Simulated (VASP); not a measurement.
# Ir in VASP: notebook

The runs below take Ir through relaxation of cell and atoms, single point, with r2SCAN.

All numbers are computed with VASP 6.6.1; they aren't measurements. Logs are shortened: lines on timing, memory, paths and dates and some standing lists are left out, and cuts for length are marked.

## Step 1: The cell of the first run

Symmetry: Fm-3m, No. 225, cubic system. The conventional cell has a = 3.857 Å, b = 3.857 Å, c = 3.857 Å, α = 90.00°, β = 90.00°, γ = 90.00°. Within 3.6 Å of Ir (site symmetry m-3m) lie 12 Ir at 2.73 Å.

## Step 2: Relaxation of cell and atoms, r2SCAN, target pressure -1 GPa, at which the enthalpy is minimised

The input, POSCAR:

```
Ir
1.0
    0.0000000000      1.9283635398      1.9283635398
    1.9283635398      0.0000000000      1.9283635398
    1.9283635398      1.9283635398      0.0000000000
Ir
1
Direct
    0.0000000000      0.0000000000      0.0000000000
```

The input, INCAR.step1:

```
SYSTEM = Ir
PREC = Accurate ; ENCUT = 600
ISMEAR = 0 ; SIGMA = 0.1
LREAL = .False. ; LASPH = .True.
NELM = 80 ; GGA = PE
ALGO = Normal ; EDIFF = 1E-4
LWAVE = .True. ; LCHARG = .False.
```

The input, INCAR.step2:

```
SYSTEM = Ir
PREC = Accurate ; ENCUT = 600
EDIFF = 1E-6 ; ISMEAR = 0
SIGMA = 0.1 ; LREAL = .False.
LASPH = .True. ; NELM = 80
ALGO = Normal ; ISIF = 3
LWAVE = .False. ; LCHARG = .False.
METAGGA = R2SCAN ; LMIXTAU = .True.
IBRION = 2 ; NSW = 70
EDIFFG = -0.008 ; PSTRESS = -10.0
ISTART = 1
```

The input, KPOINTS:

```
Automatic mesh
0
Gamma
  18 18 18
  0 0 0
```

Potentials or basis: VASP PAW PBE potentials, release 64 (Ir).

Launch:

```
$ cat potpaw_PBE.64/Ir/POTCAR > POTCAR
$ cp INCAR.step1 INCAR
$ mpirun -np 1 vasp_std > vasp.out
$ cp INCAR.step2 INCAR
$ mpirun -np 1 vasp_std > vasp.out
```

OUTCAR:

```text
SYSTEM = Ir
   PREC = Accurate
   ENCUT = 600
   EDIFF = 1E-6
   ISMEAR = 0
   LREAL = .False.
   LASPH = .True.
   NELM = 80
   ISIF = 3
   METAGGA = R2SCAN
   IBRION = 2
   NSW = 70
   EDIFFG = -0.008
   PSTRESS = -10.0
   ISTART = 1

 ion  position               nearest neighbor table
   1  0.000  0.000  0.000-

  LATTYP: Found a face centered cubic cell.
 ALAT       =     3.8567270796

  Lattice vectors:

 A1 = (   0.0000000000,   1.9283635398,   1.9283635398)
 A2 = (   1.9283635398,   0.0000000000,   1.9283635398)
 A3 = (   1.9283635398,   1.9283635398,   0.0000000000)

Analysis of symmetry for initial positions (statically):
=====================================================================
 Subroutine PRICEL returns:
 Original cell was already a primitive cell.

 Routine SETGRP: Setting up the symmetry group for a
 face centered cubic supercell.

 Subroutine GETGRP returns: Found 48 space group operations
 (whereof 48 operations were pure point group operations)
 out of a pool of 48 trial point group operations.

The static configuration has the point symmetry O_h .

Analysis of symmetry for dynamics (positions and initial velocities):
=====================================================================
 Subroutine PRICEL returns:
 Original cell was already a primitive cell.

 Routine SETGRP: Setting up the symmetry group for a
 face centered cubic supercell.

 Subroutine GETGRP returns: Found 48 space group operations
 (whereof 48 operations were pure point group operations)
 out of a pool of 48 trial point group operations.

The dynamic configuration has the point symmetry O_h .

 Subroutine INISYM returns: Found 48 space group operations
 (whereof 48 operations are pure point group operations),
 and found     1 'primitive' translations

----------------------------------------------------------------------------------------

                                     Primitive cell

  volume of cell :      14.3416

  direct lattice vectors                    reciprocal lattice vectors
     0.000000000  1.928363540  1.928363540    -0.259287209  0.259287209  0.259287209
     1.928363540  0.000000000  1.928363540     0.259287209 -0.259287209  0.259287209
     1.928363540  1.928363540  0.000000000     0.259287209  0.259287209 -0.259287209

  length of vectors
[... 83 lines left out ...]
   NSW    =     70    number of steps for IOM
   IBRION =      2    ionic relax: 0-MD 1-quasi-New 2-CG
   NFREE  =      1    steps in history (QN), initial steepest desc. (CG)
   ISIF   =      3    stress and relaxation
   ISYM   =      2    0-nonsym 1-usesym 2-fastsym
   POTIM  = 0.5000    time-step for ionic-motion
   TEBEG  =    0.0;   TEEND  =   0.0 temperature during run
   PSTRESS=  -10.0 pullay stress
   NELECT =       9.0000    total number of electrons
   NUPDOWN=      -1.0000    fix difference up-down
   EMIN   =  10.00;   EMAX   =-10.00  energy-range for DOS
   EFERMI =   0.00;   METHOD = LEGACY
   ISMEAR =     0;   SIGMA  =   0.10  broadening in eV -4-tet -1-fermi 0-gaus
   EFERMI_NEDOS =   21; number of points for ismear=-14 and -15
   IALGO  =     38    algorithm
   IMIX   =      4    mixing-type and parameters
     AMIX     =   0.40;   BMIX     =  1.00
     AMIX_MAG =   1.60;   BMIX_MAG =  1.00
  volume/ion in A,a.u.               =      14.34        96.78
  Fermi-wavevector in a.u.,A,eV,Ry     =   1.401598  2.648636 26.728326  1.964477
  Thomas-Fermi vector in A             =   2.524443
   LORBIT       =      0    0 simple, 1 ext, 2 COOP (PROOUT), +10 PAW based schemes
   METAGGA = R2SCAN    functional components
   LHFCALC =     F    Hartree Fock is set to
   AEXX    =    0.0000 exact exchange contribution
   IVDW    =     0    specifies the selected vdW correction
   LEPSILON=     F    determine dielectric tensor
   LRPA    =     F    only Hartree local field effects (RPA)
 conjugate gradient relaxation of ions
 non-spin polarized calculation
 Gauss-broadening in eV      SIGMA  =   0.10
  energy-cutoff  :      600.00
  volume of cell :       14.34
 maximum number of plane-waves:       531
 NGX is ok and might be reduce to    24
   NGX = 11   NGY = 11   NGZ = 11

--------------------------------------- Ionic step        1  -------------------------------------------

 number of electron       9.0000000 magnetization

 Free energy of the ion-electron system (eV)
  ---------------------------------------------------
  ext. energy  EPLUGINS =         0.00000000
  ---------------------------------------------------
  free energy    TOTEN  =       -52.37011663 eV

  energy without entropy =      -52.36503531  energy(sigma->0) =      -52.36757597

------------------------ aborting loop because EDIFF is reached ----------------------------------------

  FORCE on cell =-STRESS in cart. coord.  units (eV):
  Direction    XX          YY          ZZ          XY          YZ          ZX
  --------------------------------------------------------------------------------------
  -------------------------------------------------------------------------------------
  Total       -0.1071097     -0.1071097     -0.1071097     -0.0000000     -0.0000000      0.0000000
  in kB      -11.9658276    -11.9658276    -11.9658276     -0.0000000     -0.0000000      0.0000000
  external PRESSURE =      -1.9658276 kB  Pullay stress =     -10.0000000 kB
[... 24 lines left out ...]
--------------------------------------- Ionic step        2  -------------------------------------------

 number of electron       9.0000000 magnetization

 E-fermi :  10.0287     XC(G=0): -15.2515

 val. band max:       10.0170822346   @ k =   0.3333   0.1111   0.0556
 cond. band min:      10.0319495040   @ k =   0.5000   0.2222   0.1111
 fundamental gap:      0.0148672695
 Fermi energy:        10.0286935855

 k-point     1 :       0.0000    0.0000    0.0000
  band No.  band energies     occupation
      1      -1.4223      2.00000
      2       6.0526      2.00000
      3       6.0526      2.00000
      4       6.0526      2.00000
      5       8.7149      2.00000
      6       8.7149      2.00000
      7      25.1092      0.00000
      8      30.9053      0.00000
[... 289 lines left out ...]
--------------------------------------- Ionic step        3  -------------------------------------------

 number of electron       9.0000000 magnetization

 Free energy of the ion-electron system (eV)
  ---------------------------------------------------
  ext. energy  EPLUGINS =         0.00000000
  ---------------------------------------------------
  free energy    TOTEN  =       -52.37017607 eV

  energy without entropy =      -52.36510133  energy(sigma->0) =      -52.36763870

 E-fermi :   9.9945     XC(G=0): -15.2376

 val. band max:        9.9828296719   @ k =   0.3333   0.1111   0.0556
 cond. band min:       9.9979986054   @ k =   0.5000   0.2222   0.1111
 fundamental gap:      0.0151689335
 Fermi energy:         9.9945383339

 k-point     1 :       0.0000    0.0000    0.0000
  band No.  band energies     occupation
      1      -1.4336      2.00000
      2       6.0307      2.00000
      3       6.0307      2.00000
      4       6.0307      2.00000
      5       8.6844      2.00000
      6       8.6844      2.00000
      7      25.0797      0.00000
      8      30.8635      0.00000
[... 285 lines left out ...]
  energy  without entropy=      -52.3651013307  energy(sigma->0) =      -52.36763870

  enthalpy is  TOTEN    =       -52.4596353872 eV   P V=       -0.0894593188

 reached required accuracy - stopping structural energy minimisation
```

OUTCAR.step1:

```text
SYSTEM = Ir
   PREC = Accurate
   ENCUT = 600
   ISMEAR = 0
   LREAL = .False.
   LASPH = .True.
   NELM = 80
[... 481 lines left out ...]
 -----------------------------------------------------------------------------------
      0.00000      0.00000      0.00000        -0.000000     -0.000000      0.000000
 -----------------------------------------------------------------------------------
    total drift:                               -0.000000      0.000000     -0.000000

  FREE ENERGIE OF THE ION-ELECTRON SYSTEM (eV)
  ---------------------------------------------------
  free  energy   TOTEN  =        -8.8515465238 eV

  energy  without entropy=       -8.8462987840  energy(sigma->0) =       -8.84892265
```

OSZICAR.step1:

```text
N       E                     dE             d eps       ncg     rms          rms(c)
DAV:   1     0.492378461848E+02    0.49238E+02   -0.49849E+03  3128   0.116E+03
DAV:   2    -0.865572824968E+01   -0.57894E+02   -0.56252E+02  3144   0.217E+02
DAV:   3    -0.940694871170E+01   -0.75122E+00   -0.74707E+00  4408   0.339E+01
DAV:   4    -0.941158521237E+01   -0.46365E-02   -0.46356E-02  3976   0.196E+00
DAV:   5    -0.941161668420E+01   -0.31472E-04   -0.31472E-04  4704   0.106E-01    0.147E+01
DAV:   6    -0.894219830422E+01    0.46942E+00   -0.99688E-01  3720   0.140E+01    0.600E+00
DAV:   7    -0.885768103257E+01    0.84517E-01   -0.30622E-01  4048   0.724E+00    0.148E+00
DAV:   8    -0.885357663205E+01    0.41044E-02   -0.12819E-03  3416   0.519E-01    0.811E-01
DAV:   9    -0.885153972560E+01    0.20369E-02   -0.15506E-03  3912   0.660E-01    0.216E-02
DAV:  10    -0.885154652384E+01   -0.67982E-05   -0.36664E-06  1728   0.208E-02
   1 F= -.88515465E+01 E0= -.88489227E+01  d E =-.524774E-02
```

It took 62 s on 1 thread of Intel Xeon 6975P-C (Granite Rapids), shared host; peak memory 0.17 GiB.

Results:

- Free energy: -52.3702 eV
- Relaxed volume: 14.33 Å³/atom
- Relaxed cell: a = 2.727 Å, b = 2.727 Å, c = 2.727 Å, α = 60.00°, β = 60.00°, γ = 60.00°
- Space group after relaxing (to 0.1 Å): Fm-3m (No. 225)
- Energy change on relaxing (the run minimises the enthalpy): -0.1 meV/atom
- Ionic steps: 3
- Pressure after relaxing: -1.0 GPa
- Band gap on the k mesh: zero (an odd number of electrons rules out a gap without spin polarisation)

Final structure:
```yaml
crystal:
  lattice:
    - [0.00000, 1.92798, 1.92798]
    - [1.92798, 0.00000, 1.92798]
    - [1.92798, 1.92798, 0.00000]
  atoms:
    - { symbol: Ir, position: [0.00000, 0.00000, 0.00000] }
```

Caveat: the cell is relaxed towards a set pressure, so the run minimises the enthalpy, not the energy; the PAW data sets were made with another functional, which shifts forces and pressure a little; spin-orbit coupling is left out, which moves the levels of the heavy elements.

## Step 3: Relaxation of cell and atoms, r2SCAN, target pressure 90 GPa, at which the enthalpy is minimised

This run uses another cell than the first one, of 12.03 Å³/atom.

The input, POSCAR:

```
Ir
1.0
    0.0000000000      1.8188782345      1.8188782345
    1.8188782345      0.0000000000      1.8188782345
    1.8188782345      1.8188782345      0.0000000000
Ir
1
Direct
    0.0000000000      0.0000000000      0.0000000000
```

The input, INCAR.step1:

```
PREC = Accurate
ENCUT = 600
ISMEAR = 0
SIGMA = 0.1
LREAL = False
LASPH = True
NELM = 100
GGA = PE
ALGO = Normal
EDIFF = 1E-4
LWAVE = True
LCHARG = False
```

The input, INCAR.step2:

```
PREC = Accurate
ENCUT = 600
EDIFF = 1E-7
ISMEAR = 0
SIGMA = 0.1
LREAL = False
LASPH = True
NELM = 100
ALGO = Normal
ISIF = 3
LWAVE = False
LCHARG = False
METAGGA = R2SCAN
LMIXTAU = True
IBRION = 2
NSW = 70
EDIFFG = -0.008
PSTRESS = 900.0
ISTART = 1
```

The input, KPOINTS:

```
Automatic mesh
0
Gamma
  20 20 20
```

Potentials or basis: VASP PAW PBE potentials, release 64 (Ir).

Launch:

```
$ cat potpaw_PBE.64/Ir/POTCAR > POTCAR
$ cp INCAR.step1 INCAR
$ mpirun -np 1 vasp_std > vasp.out
$ cp INCAR.step2 INCAR
$ mpirun -np 1 vasp_std > vasp.out
```

Wall time 2.2 min (1 thread of Intel Xeon 6975P-C (Granite Rapids), shared host); peak memory 0.19 GiB.

The run converged. Its results:

* Free energy: -51.8698 eV
* Relaxed volume: 12.19 Å³/atom
* Relaxed cell: a = 2.583 Å, b = 2.583 Å, c = 2.583 Å, α = 60.00°, β = 60.00°, γ = 60.00°
* Space group after relaxing (to 0.1 Å): Fm-3m (No. 225)
* Energy change on relaxing (the run minimises the enthalpy): -93.9 meV/atom
* Ionic steps: 4
* Pressure after relaxing: 90.0 GPa
* Band gap on the k mesh: zero (an odd number of electrons rules out a gap without spin polarisation)

The path:
```
step  energy change (eV)  largest force (eV/Å)  pressure (GPa)  volume (Å³)
   1              0.0000                0.0000          100.55        12.03
   2             -0.5333                0.0000           26.15        13.47
   3             -0.0984                0.0000           89.47        12.20
   4             -0.0939                0.0000           89.97        12.19
```

Final structure:
```xyz
1
Lattice="0.0000 1.8268 1.8268 1.8268 0.0000 1.8268 1.8268 1.8268 0.0000" Properties=species:S:1:pos:R:3 pbc="T T T"
Ir    0.0000    0.0000    0.0000
```

Levels at points of the mesh, in eV from the Fermi level:
| k point | band 1 | band 2 | band 3 | band 4 | band 5 | band 6 | band 7 | band 8 |
| --- | --- | --- | --- | --- | --- | --- | --- | --- |
| (0.00, 0.00, 0.00) | -13.18 | -4.96 | -4.96 | -4.96 | -1.51 | -1.51 | 14.74 | 21.56 |
| (0.50, 0.00, 0.00) | -10.12 | -5.17 | -5.17 | -0.98 | 1.30 | 1.30 | 9.48 | 14.38 |
| (0.50, 0.50, 0.00) | -10.13 | -9.44 | 1.21 | 1.96 | 2.11 | 2.11 | 13.19 | 13.19 |

Caveat: the cell is relaxed towards a set pressure, so the run minimises the enthalpy, not the energy; the PAW data sets were made with another functional, which shifts forces and pressure a little; spin-orbit coupling is left out, which moves the levels of the heavy elements.

## Step 4: Single point, r2SCAN (biaxial strain in the a-b plane: -1.0 %, then relaxed in part)

The input, POSCAR:

```
Ir
1.0
    1.9028678910      1.9028678910      0.0000000000
   -1.9028678910      1.9028678910      0.0000000000
    0.0000000000      0.0000000000      3.8746456458
Ir
2
Direct
    0.0000000000      0.0000000000      0.0000000000
    0.5000000000      0.5000000000      0.5000000000
```

The input, INCAR.step1:

```
ALGO = Normal ; EDIFF = 1E-4
ENCUT = 520 ; GGA = PE
ISMEAR = 0 ; LASPH = T
LCHARG = F ; LREAL = F
LWAVE = T ; NBANDS = 16
NELM = 80 ; PREC = Accurate
SIGMA = 0.1
```

The input, INCAR.step2:

```
ALGO = Normal ; EDIFF = 1E-6
ENCUT = 520 ; ISIF = 2
ISMEAR = 0 ; ISTART = 1
LASPH = T ; LCHARG = F
LMIXTAU = T ; LREAL = F
LWAVE = F ; METAGGA = R2SCAN
NBANDS = 16 ; NELM = 80
PREC = Accurate ; SIGMA = 0.1
```

The input, KPOINTS:

```
k-points
0
Gamma
  20 20 14
```

Launch:

```
$ cat potpaw_PBE.64/Ir/POTCAR > POTCAR
$ cp INCAR.step1 INCAR
$ mpirun -np 1 vasp_std > vasp.out
$ cp INCAR.step2 INCAR
$ mpirun -np 1 vasp_std > vasp.out
```

It took 4.1 min on 1 thread of Intel Xeon 6975P-C (Granite Rapids), shared host; peak memory 0.31 GiB.

The run converged. Its results:

- Free energy: -104.7200 eV
- Pressure: 7.5 GPa
- Band gap on the k mesh: zero (bands 9 and 10 overlap by 3.61 eV)

Stress tensor (GPa, compression positive):
```
9.91 0.00 0.00
0.00 9.91 0.00
0.00 0.00 2.63
```

Levels at points of the mesh, in eV from the Fermi level:
| k point | band 5 | band 6 | band 7 | band 8 | band 9 | band 10 | band 11 | band 12 | band 13 | band 14 |
| --- | --- | --- | --- | --- | --- | --- | --- | --- | --- | --- |
| (0.00, 0.00, 0.00) | -3.94 | -3.94 | -1.45 | -1.12 | 0.90 | 1.54 | 1.60 | 1.60 | 10.87 | 12.63 |
| (0.50, 0.00, 0.00) | -4.75 | -4.75 | -2.53 | -2.53 | -1.31 | -1.31 | 3.21 | 3.21 | 12.15 | 12.15 |
| (0.50, 0.50, 0.00) | 0.86 | 0.86 | 1.50 | 1.50 | 1.75 | 1.75 | 1.94 | 1.94 | 11.39 | 11.39 |
| (0.00, 0.00, 0.50) | -3.34 | -3.34 | -1.84 | -1.84 | -1.84 | -1.84 | -0.17 | -0.17 | 19.00 | 19.00 |
| (0.50, 0.00, 0.50) | -4.05 | -4.05 | -0.70 | -0.70 | 0.91 | 0.91 | 1.04 | 1.04 | 7.78 | 7.78 |
| (0.50, 0.50, 0.50) | -5.09 | -5.09 | -1.94 | -1.94 | 1.75 | 1.75 | 9.04 | 9.04 | 9.54 | 9.54 |

Caveat: the cell differs from its parent crystal (biaxial strain in the a-b plane: -1.0 %, then relaxed in part); the cell stands under pressure; the PAW data sets were made with another functional, which shifts forces and pressure a little; spin-orbit coupling is left out, which moves the levels of the heavy elements.

(Continued in part 2 of 2.)
